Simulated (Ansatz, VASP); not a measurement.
# Ir: VASP beside Ansatz

File INCAR:

```
SYSTEM = Ir
PREC     = Accurate       ! precision mode
ENCUT    = 600            ! plane-wave cutoff, eV
EDIFF    = 1E-6           ! SCF threshold, eV
ISMEAR   = 0              ! smearing method
SIGMA    = 0.1            ! smearing width, eV
LREAL    = .False.        ! projectors in reciprocal space
LASPH    = .True.         ! aspherical terms in the spheres
NELM     = 100            ! most SCF steps
ALGO     = Normal         ! electronic algorithm
ISIF     = 3              ! what is computed and relaxed
LWAVE    = .False.        ! write WAVECAR
LCHARG   = .False.        ! write CHGCAR
GGA      = PS             ! functional
IBRION   = 2              ! ionic algorithm
NSW      = 80             ! ionic steps
EDIFFG   = -0.05          ! ionic threshold
```

File KPOINTS:

```
regular mesh
0
Gamma
  12 12 4
  0 0 0
```

Contents of POSCAR:

```
Ir
1.0
    2.6484619994      0.0000000000      0.0000000000
   -1.3242309997      2.2936353724      0.0000000000
    0.0000000000      0.0000000000      8.5917576139
Ir
4
Direct
    0.0000000000      0.0000000000      0.0000000000
    0.3333333333      0.6666666667      0.2500000000
    0.0000000000      0.0000000000      0.5000000000
    0.6666666667      0.3333333333      0.7500000000
```

Input for Ansatz:

```yaml
crystal:
  lattice:
    - [2.6484619994, 0.0, 0.0]
    - [-1.3242309997, 2.2936353724, 0.0]
    - [0.0, 0.0, 8.5917576139]
  atoms:
    - { symbol: Ir, position: [0.0, 0.0, 0.0] }
    - { symbol: Ir, position: [0.3333333333, 0.6666666667, 0.25] }
    - { symbol: Ir, position: [0.0, 0.0, 0.5] }
    - { symbol: Ir, position: [0.6666666667, 0.3333333333, 0.75] }
basis:
  ecutwfc: 420
kpoints:
  mp_grid: { grid: [12, 12, 4] }
hamiltonian:
  xc: pbesol
scf:
  occupations: { method: gaussian, width: 0.1 }
output:
  forces: true
  stress: true
  eigenvalues: true
relax:
  adjacent_minimum: "off"
  f_tol: 0.05
  max_steps: 60
  cell: { stress_tol: 0.5 }
```

Alike in both runs: task relaxation of cell and atoms; functional PBEsol; k mesh 12 × 12 × 4; occupations gaussian, width 0.1 eV; no spin polarisation.

|  | VASP | Ansatz |
| --- | --- | --- |
| version | VASP 6.6.1 | Ansatz 0.2.0 |
| potentials or method | VASP PAW PBE potentials, release 64 (Ir), cutoff 600 eV | scalar-relativistic, plane waves, PAW |
| valence electrons in the cell | 36 | 68 |

|  | VASP | Ansatz | Ansatz less VASP |
| --- | --- | --- | --- |
| gap on the k mesh at the Fermi level, each at its own relaxed structure (eV) | none | none | - |
| relaxed volume (Å³/atom) | 14.11 | 14.06 | -0.047 |
| relaxed cell length with the largest relative difference (Å) | 2.713 | 2.710 | -0.0031 |

VASP's potentials were made for PBE, not for PBEsol. A gap of «none» marks a metal or a gap that the smearing closes. VASP's potentials hold 36 valence electrons a cell and Ansatz's 68, so a difference there can come from the potentials and not from the codes.

Neither program's run includes spin-orbit coupling. Noted on VASP's run: too few bands were computed for a metal, which touches its energy and stress.
